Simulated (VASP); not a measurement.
# In11Se12 (a cell with a defect) in VASP: a series of runs

The runs below take In11Se12 (a cell with a defect) through single point, with LDA.

All numbers are computed with VASP 6.6.1; they aren't measurements. Logs are shortened: lines on timing, memory, paths and dates and some standing lists are left out, and cuts for length are marked.

**1. The cell of the first run**

The cell holds a defect, 23 atoms: a = 7.947 Å, b = 11.921 Å, c = 8.447 Å, α = 76.40°, β = 76.40°, γ = 60.00°.

**2. Single point, LDA, collinear spin**

File INCAR:

```
SYSTEM = In11Se12
ALGO = Normal
EDIFF = 1E-6
ENCUT = 400
GGA = CA
GGA_COMPAT = .FALSE.
ISIF = 2
ISMEAR = -1
ISPIN = 2
LASPH = .TRUE.
LCHARG = .FALSE.
LORBIT = 11
LREAL = .FALSE.
LWAVE = .FALSE.
MAGMOM = 0 0 0.17 0 0 0 0 0.01 0 0 0 0 0 0 0 0.13 0.07 0 0 0 0.05 0.09 0.12
NBANDS = 128
NELECT = 217.0
NELM = 200
NUPDOWN = 1.0
PREC = Accurate
SIGMA = 0.01
```

File KPOINTS:

```
Automatic mesh
0
Gamma
  1 1 1
  0.25 0.25 0.25
```

File POSCAR:

```
In11Se12
1.0
   -3.9736966564      6.8826445028      0.0000000000
  -11.9210899693      0.0000000000      0.0000000000
   -1.9868483282      1.1471074171      8.1298164551
In Se
11 12
Direct
    0.4239024583      0.3166549694      0.3008351994
    0.5294207049      0.3237646703     -0.0392278909
    0.4265048398      0.6843036008      0.2366606366
    0.4248563790      0.9794785363      0.3401140056
    0.5253027895      0.9765923624      0.0034026654
    0.9288181781      0.3159396994      0.3062164046
    1.0095645250      0.3314218620     -0.0364347618
    0.9269562552      0.6474651047      0.3389287429
    1.0154190195      0.6557599404     -0.0034703872
    0.9214050228      0.9780724018      0.3381486949
    1.0249984299      0.9861239817     -0.0008928506
    0.2287152395      0.1072987878      0.8331528377
    0.0557415328      0.0817216959      0.4893603824
    0.2112724381      0.4575843217      0.8138288077
    0.0715646606      0.3978397598      0.4809886302
    0.2487579002      0.7577975258      0.8985914970
    0.0855533965      0.7369348124      0.4843843124
    0.7263583122      0.0970173564      0.8318812550
    0.5583472382      0.0829409922      0.4916126771
    0.7351628869      0.4306848381      0.7844620758
    0.5562443177      0.4340820242      0.4282885233
    0.6738678103      0.7481362656      0.9086636314
    0.5617631970      0.7367582027      0.4860282719
```

Potentials or basis: VASP PAW LDA potentials, release 64 (In_d, Se).

Launch:

```
$ cat potpaw_LDA.64/In_d/POTCAR potpaw_LDA.64/Se/POTCAR > POTCAR
$ mpirun -np 1 vasp_std > vasp.out
```

OUTCAR:

```text
SYSTEM = In11Se12
   EDIFF = 1E-6
   ENCUT = 400
   GGA = CA
   ISIF = 2
   ISMEAR = -1
   ISPIN = 2
   LASPH = .TRUE.
   LORBIT = 11
   LREAL = .FALSE.
   NELECT = 217.0
   NELM = 200
   NUPDOWN = 1.0
   PREC = Accurate

 ion  position               nearest neighbor table
   1  0.424  0.317  0.301-  21 2.63  15 2.66  19 2.69   2 2.79   6 3.93   4 3.95   8 3.96  10 4.01
                             6 4.02
   2  0.529  0.324  0.961-  20 2.56  14 2.64  18 2.70   1 2.79   7 3.87  11 3.99
   3  0.427  0.684  0.237-  21 2.83  23 2.89  17 2.89  22 3.17  16 3.23   4 3.81  10 3.85  11 3.91
                             5 3.93
   4  0.425  0.979  0.340-  23 2.62  19 2.64  13 2.66   5 2.77   3 3.81  10 3.93   1 3.95   8 3.97
                             6 3.99  10 4.01
   5  0.525  0.977  0.003-  22 2.61  12 2.63  18 2.63   4 2.77   9 3.86   3 3.93  11 3.93  11 4.02

   6  0.929  0.316  0.306-  21 2.63  15 2.64  13 2.66   7 2.80   1 3.93   4 3.99  10 4.00   8 4.02
                             1 4.02
   7  0.010  0.331  0.964-  20 2.56  14 2.64  12 2.69   6 2.80   2 3.87   9 3.97  11 4.00
   8  0.927  0.647  0.339-  17 2.63  23 2.63  15 2.68   9 2.80  10 3.92   1 3.96   4 3.97   6 4.02

   9  0.015  0.656  0.997-  16 2.58  22 2.59  14 2.70   8 2.80   5 3.86   7 3.97  11 3.98
  10  0.921  0.978  0.338-  17 2.61  19 2.64  13 2.65  11 2.78   3 3.85   8 3.92   4 3.93   6 4.00
                             1 4.01   4 4.01
  11  0.025  0.986  0.999-  16 2.61  18 2.63  12 2.64  10 2.78   3 3.91   5 3.93   9 3.98   2 3.99
                             7 4.00   5 4.02
  12  0.229  0.107  0.833-   5 2.63  11 2.64   7 2.69
  13  0.056  0.082  0.489-  10 2.65   4 2.66   6 2.66
  14  0.211  0.458  0.814-   2 2.64   7 2.64   9 2.70
  15  0.072  0.398  0.481-   6 2.64   1 2.66   8 2.68
  16  0.249  0.758  0.899-   9 2.58  11 2.61   3 3.23
  17  0.086  0.737  0.484-  10 2.61   8 2.63   3 2.89
  18  0.726  0.097  0.832-  11 2.63   5 2.63   2 2.70
  19  0.558  0.083  0.492-  10 2.64   4 2.64   1 2.69
  20  0.735  0.431  0.784-   2 2.56   7 2.56
  21  0.556  0.434  0.428-   6 2.63   1 2.63   3 2.83
  22  0.674  0.748  0.909-   9 2.59   5 2.61   3 3.17
  23  0.562  0.737  0.486-   4 2.62   8 2.63   3 2.89

  LATTYP: Found a triclinic cell.
 ALAT       =     7.9473933128
 B/A-ratio  =     3.5733837626
 C/A-ratio  =     1.2766236245
 COS(alpha) =     0.0253107477
 COS(beta)  =     0.5874871698
 COS(gamma) =     0.7695786914

  Lattice vectors:

 A1 = (  -3.9736966564,   6.8826445028,   0.0000000000)
 A2 = (  -3.9736966563,  22.9421483426,  16.2596329102)
 A3 = (  -1.9868483282,   5.7355370857,  -8.1298164551)

Analysis of symmetry for initial positions (statically):
=====================================================================
 Subroutine PRICEL returns:
 Original cell was already a primitive cell.

 Routine SETGRP: Setting up the symmetry group for a
 triclinic supercell.

 Subroutine GETGRP returns: Found  1 space group operations
 (whereof  1 operations were pure point group operations)
 out of a pool of  2 trial point group operations.

The static configuration has the point symmetry C_1 .

Analysis of symmetry for dynamics (positions and initial velocities):
=====================================================================
 Subroutine PRICEL returns:
 Original cell was already a primitive cell.

 Routine SETGRP: Setting up the symmetry group for a
 triclinic supercell.

 Subroutine GETGRP returns: Found  1 space group operations
 (whereof  1 operations were pure point group operations)
 out of a pool of  2 trial point group operations.

The dynamic configuration has the point symmetry C_1 .

Analysis of structural, dynamic, and magnetic symmetry:
=====================================================================
 Subroutine PRICEL returns:
 Original cell was already a primitive cell.

 Routine SETGRP: Setting up the symmetry group for a
 triclinic supercell.

 Subroutine GETGRP returns: Found  1 space group operations
 (whereof  1 operations were pure point group operations)
 out of a pool of  2 trial point group operations.

The overall configuration has the point symmetry C_1 .
[... 100 lines left out ...]
   number of dos      NEDOS =    301   number of ions     NIONS =     23
   total plane-waves  NPLWV = 241920
   dimension x,y,z NGX =    54 NGY =   80 NGZ =   56
   dimension x,y,z NGXF=   108 NGYF=  160 NGZF=  112
   ions per type =              11  12
   NGX,Y,Z   is equivalent  to a cutoff of  11.30, 11.16, 11.02 a.u.
   NGXF,Y,Z  is equivalent  to a cutoff of  22.59, 22.31, 22.04 a.u.
 SYSTEM =  In11Se12
   PREC   = accura    normal or accurate (medium, high low for compatibility)
   ISTART =      0    job   : 0-new  1-cont  2-samecut
   ICHARG =      2    charge: 1-file 2-atom 10-const
   ISPIN  =      2    spin polarized calculation?
   LNONCOLLINEAR =      F non collinear calculations
   LSORBIT =      F    spin-orbit coupling
   LASPH  =      T    aspherical Exc in radial PAW
   ENCUT  =  400.0 eV  29.40 Ry    5.42 a.u.  12.96 19.44 13.78*2*pi/ulx,y,z
   NELM   =    200;   NELMIN=  2; NELMDL= -5     # of ELM steps
   EDIFF  = 0.1E-05   stopping-criterion for ELM
   LREAL  =      F    real-space projection
   EDIFFG = 0.1E-04   stopping-criterion for IOM
   NSW    =      0    number of steps for IOM
   IBRION =     -1    ionic relax: 0-MD 1-quasi-New 2-CG
   NFREE  =      0    steps in history (QN), initial steepest desc. (CG)
   ISIF   =      2    stress and relaxation
   ISYM   =      2    0-nonsym 1-usesym 2-fastsym
   POTIM  = 0.5000    time-step for ionic-motion
   TEBEG  =    0.0;   TEEND  =   0.0 temperature during run
   PSTRESS=    0.0 pullay stress
   NELECT =     217.0000    total number of electrons
   NUPDOWN=       1.0000    fix difference up-down
   EMIN   =  10.00;   EMAX   =-10.00  energy-range for DOS
   EFERMI =   0.00;   METHOD = LEGACY
   ISMEAR =    -1;   SIGMA  =   0.01  broadening in eV -4-tet -1-fermi 0-gaus
   EFERMI_NEDOS =   21; number of points for ismear=-14 and -15
   IALGO  =     38    algorithm
   IMIX   =      4    mixing-type and parameters
     AMIX     =   0.40;   BMIX     =  1.00
     AMIX_MAG =   1.60;   BMIX_MAG =  1.00
  volume/ion in A,a.u.               =      29.00       195.71
  Fermi-wavevector in a.u.,A,eV,Ry     =   1.125928  2.127696 17.248303  1.267714
  Thomas-Fermi vector in A             =   2.262608
   LORBIT       =     11    0 simple, 1 ext, 2 COOP (PROOUT), +10 PAW based schemes
   GGA     = CA    functional components
   LHFCALC =     F    Hartree Fock is set to
   AEXX    =    0.0000 exact exchange contribution
   IVDW    =     0    specifies the selected vdW correction
   LEPSILON=     F    determine dielectric tensor
   LRPA    =     F    only Hartree local field effects (RPA)
 spin polarized calculation
  energy-cutoff  :      400.00
  volume of cell :      667.04
 maximum number of plane-waves:     12120
 NGX is ok and might be reduce to    54
   NGX = 25   NGY = 39   NGZ = 27

 number of electron     217.0000014 magnetization       0.9999925

 Free energy of the ion-electron system (eV)
  ---------------------------------------------------
  ext. energy  EPLUGINS =         0.00000000
  ---------------------------------------------------
  free energy    TOTEN  =       -87.43533374 eV

  energy without entropy =      -87.43533374  energy(sigma->0) =      -87.43533374

 E-fermi :   3.5549     XC(G=0):  -9.3707

 val. band max:        4.1307114946   @ k =   0.2500   0.2500   0.2500
 cond. band min:       4.2843159250   @ k =   0.2500   0.2500   0.2500
 fundamental gap:      0.1536044304
 Fermi energy:         4.3969353890

 spin component 1

 k-point     1 :       0.2500    0.2500    0.2500
  band No.  band energies     occupation
      1     -11.0705      1.00000
      2     -11.0316      1.00000
      3     -11.0071      1.00000
      4     -10.9862      1.00000
      5     -10.9512      1.00000
      6     -10.9455      1.00000
[... 112 lines left out ...]
    119       6.4892      0.00000
    120       6.7843      0.00000
 Fermi energy:         3.5548882765

 spin component 2

 k-point     1 :       0.2500    0.2500    0.2500
  band No.  band energies     occupation
      1     -11.0696      1.00000
      2     -11.0304      1.00000
      3     -11.0042      1.00000
      4     -10.9848      1.00000
      5     -10.9497      1.00000
      6     -10.9429      1.00000
[... 112 lines left out ...]
    119       6.5123      0.00000
    120       6.8075      0.00000
 [bands above 120 left out]

------------------------ aborting loop because EDIFF is reached ----------------------------------------

  FORCE on cell =-STRESS in cart. coord.  units (eV):
  Direction    XX          YY          ZZ          XY          YZ          ZX
  --------------------------------------------------------------------------------------
  -------------------------------------------------------------------------------------
  Total       11.1102233     12.0477939      7.1410152     -1.0926999      3.4894315      1.4939749
  in kB       26.6858676     28.9378372     17.1521473     -2.6245777      8.3813353      3.5884083
  external PRESSURE =      24.2586173 kB  Pullay stress =       0.0000000 kB

 VOLUME and BASIS-vectors are now :
 -----------------------------------------------------------------------------
  energy-cutoff  :      400.00
  volume of cell :      667.04
      direct lattice vectors                 reciprocal lattice vectors
    -3.973696656  6.882644503  0.000000000     0.000000000  0.145292990 -0.020500668
   -11.921089969  0.000000000  0.000000000    -0.083884947 -0.048430997 -0.013667112
    -1.986848328  1.147107417  8.129816455     0.000000000  0.000000000  0.123004007

 POSITION                                       TOTAL-FORCE (eV/Angst)
 -----------------------------------------------------------------------------------
     -6.05705      3.26266      2.44573        -0.023830      0.013053      0.047196
     -7.87229      4.74592      7.81090        -0.015740     -0.004718     -0.052999
    -10.32265      3.20696      1.92401         0.016400      0.001860      0.079220
    -14.04046      3.31428      2.76506         0.020464      0.011828      0.030554
    -13.73620      3.61938      0.02766        -0.000558     -0.020509     -0.023674
     -8.06559      6.74399      2.48948         0.001174     -0.016419      0.042158
[... 15 lines left out ...]
    -13.40172      5.68033      7.38727        -0.079186      0.028160      0.088218
    -11.98090      4.42394      3.95132        -0.040875      0.016384     -0.086669
 -----------------------------------------------------------------------------------
    total drift:                                0.001805      0.002038     -0.001209

  FREE ENERGIE OF THE ION-ELECTRON SYSTEM (eV)
  ---------------------------------------------------
  free  energy   TOTEN  =       -87.4353337385 eV

  energy  without entropy=      -87.4353337385  energy(sigma->0) =      -87.43533374

 total charge

# of ion       s       p       d       tot
------------------------------------------
    1        0.911   0.674   9.880  11.465
    2        0.896   0.690   9.885  11.471
    3        1.016   0.429   9.866  11.311
    4        0.895   0.700   9.884  11.479
    5        0.890   0.712   9.886  11.488
    6        0.894   0.687   9.883  11.464
[... 15 lines left out ...]
   22        1.490   2.302   0.024   3.816
   23        1.488   2.307   0.024   3.819
--------------------------------------------------
tot         27.796  35.239 109.011 172.046

 magnetization (x)

# of ion       s       p       d       tot
------------------------------------------
    1        0.001   0.001   0.000   0.002
    2       -0.000   0.001   0.000   0.001
    3        0.171   0.015   0.002   0.187
    4       -0.000  -0.001   0.000  -0.000
    5        0.000  -0.000   0.001   0.001
    6        0.000   0.000   0.000   0.001
[... 15 lines left out ...]
   22        0.005   0.074   0.001   0.080
   23        0.004   0.099   0.000   0.103
--------------------------------------------------
tot          0.199   0.414   0.014   0.627
```

It took 4.4 min on 1 thread of Oxide Virtual Turin-like, shared host; peak memory 0.44 GiB.

What came out:

* Free energy: -87.4353 eV
* Largest force: 0.124 eV/Å
* Net moment: 1.00 μB per cell
* Site moments: In +0.00, +0.19, -0.00, +0.01 (each value once); Se +0.00, +0.12, +0.06, +0.04, +0.08, +0.10 (each value once) μB
* Valence electrons inside the program's atomic spheres: In 11.46, 11.47, 11.31, 11.48, 11.49 (each value once); Se 3.84, 3.81, 3.83, 3.82 (each value once)

Forces in eV/Å, atoms in the order of the input:
```
In  -0.024  0.013  0.047
In  -0.016 -0.005 -0.053
In   0.016  0.002  0.079
In   0.020  0.012  0.031
In  -0.001 -0.021 -0.024
In   0.001 -0.016  0.042
In  -0.009 -0.009 -0.054
In   0.012  0.020  0.013
In  -0.023 -0.015 -0.015
In   0.013  0.030  0.030
In   0.011  0.007 -0.014
Se  -0.008  0.003  0.093
Se   0.022  0.009 -0.108
Se   0.019  0.009  0.101
Se  -0.022 -0.023 -0.098
Se   0.002 -0.095  0.077
Se   0.001 -0.023 -0.122
Se  -0.001 -0.005  0.087
Se   0.020  0.004 -0.117
Se   0.061  0.052  0.091
Se   0.023  0.006 -0.087
Se  -0.079  0.028  0.088
Se  -0.041  0.016 -0.087
```

Caveat: the k points lie up to 0.83 Å⁻¹ apart, too coarse for converged energies, forces and pressures; the cell carries a net charge on a neutralising background, which shifts energy and pressure; the cell is charged against a uniform background, so pressure and absolute levels hang on convention; spin-orbit coupling is left out, which moves the levels of the heavy elements; the total moment is fixed, so each spin has its own Fermi level and the state may be an excited one.

**3. Single point, LDA, collinear spin**

File INCAR:

```
  ALGO = Normal
  EDIFF = 1E-6
  ENCUT = 400
  GGA = CA
  GGA_COMPAT = F
  ISIF = 2
  ISMEAR = -1
  ISPIN = 2
  LASPH = T
  LCHARG = F
  LORBIT = 11
  LREAL = F
  LWAVE = F
  MAGMOM = 0 0 0 0 0 0 0 0 0 0 0 0 0.04 0 0 0.01 0.23 0.01 0.03 0.02 0.26 0.03 0.03
  NBANDS = 128
  NELM = 200
  NUPDOWN = 1.0
  PREC = Accurate
  SIGMA = 0.01
```

KPOINTS is that of step 2.

File POSCAR:

```
In11Se12
1.0
   -3.9736966564      6.8826445028      0.0000000000
  -11.9210899693      0.0000000000      0.0000000000
   -1.9868483282      1.1471074171      8.1298164551
In Se
11 12
Direct
    0.4246360061      0.3080986228      0.3507141594
    0.5072856920      0.3288459167      0.0088474876
    0.5520033778      0.6814808761     -0.2169904889
    0.4204610787      0.9764519563      0.3589484043
    0.5054721144      0.9956130322      0.0174963603
    0.8967234580      0.3167489939      0.3523179798
    1.0108772919      0.3276480703      0.0108352600
    0.9379607142      0.6352746777      0.3559980564
    1.0162522740      0.6433086571      0.0160829320
    0.9408332840      0.9584355302      0.3631173412
    1.0115295381      0.9963723168      0.0238079507
    0.2074256175      0.1192032088      0.8507490123
    0.0577329538      0.0727833538      0.5136271219
    0.2099872230      0.4492295914      0.8372131352
    0.0635644536      0.3934873736      0.5096405676
    0.1768305711      0.7933234000      0.8584728044
    0.1084948027      0.7135844083      0.4940578093
    0.7099454891      0.1175142789      0.8567228632
    0.5725873502      0.0650268976      0.5119652535
    0.7340202784      0.4260691316      0.8177593031
    0.5330552796      0.4259359188      0.4971171400
    0.7246066359      0.7998979766      0.8386518219
    0.5609662311      0.7214785395      0.4598171003
```

Potentials or basis: VASP PAW LDA potentials, release 64 (In_d, Se).

Launch:

```
$ cat potpaw_LDA.64/In_d/POTCAR potpaw_LDA.64/Se/POTCAR > POTCAR
$ mpirun -np 1 vasp_std > vasp.out
```

It took 4.8 min on 1 thread of Oxide Virtual Turin-like, shared host; peak memory 0.44 GiB.

Results (log left out):

```yaml
Free_energy: -95.5223 eV
Pressure: -1.4 GPa
Largest_force: 0.128 eV/Å
Net_moment: 1.00 μB per cell
Site_moments: In +0.00, +0.01 (each value once); Se +0.01, +0.03, +0.00, +0.20, +0.23, +0.02 (each value once) μB
Valence_electrons_inside_the_program's_atomic_spheres: In 11.44, 11.42, 11.43, 11.46, 11.45 (each value once); Se 3.82, 3.81, 3.84, 3.77, 3.75, 3.83 (each value once)
```

Forces in eV/Å, atoms in the order of the input:
```
In  -0.016  0.001  0.038
In   0.013  0.001 -0.033
In   0.014 -0.020 -0.054
In   0.023  0.002  0.024
In  -0.014 -0.006 -0.042
In  -0.009  0.000  0.037
In   0.000 -0.003 -0.047
In   0.012  0.015  0.008
In  -0.035 -0.005 -0.051
In  -0.001  0.016  0.025
In   0.008 -0.003 -0.035
Se   0.015  0.006  0.127
Se   0.019  0.011 -0.088
Se  -0.013 -0.003  0.103
Se  -0.007 -0.005 -0.104
Se   0.006  0.015  0.044
Se  -0.005 -0.109 -0.054
Se   0.012  0.012  0.104
Se   0.008 -0.003 -0.100
Se  -0.027 -0.011  0.052
Se   0.074  0.049 -0.047
Se   0.015  0.000  0.047
Se  -0.092  0.043  0.046
```

Stress tensor (GPa, compression positive):
```
-1.15 -0.57  0.44
-0.57 -1.26  0.80
 0.44  0.80 -1.79
```

Caveat: the k points lie up to 0.83 Å⁻¹ apart, too coarse for converged energies, forces and pressures; spin-orbit coupling is left out, which moves the levels of the heavy elements; the total moment is fixed, so each spin has its own Fermi level and the state may be an excited one.
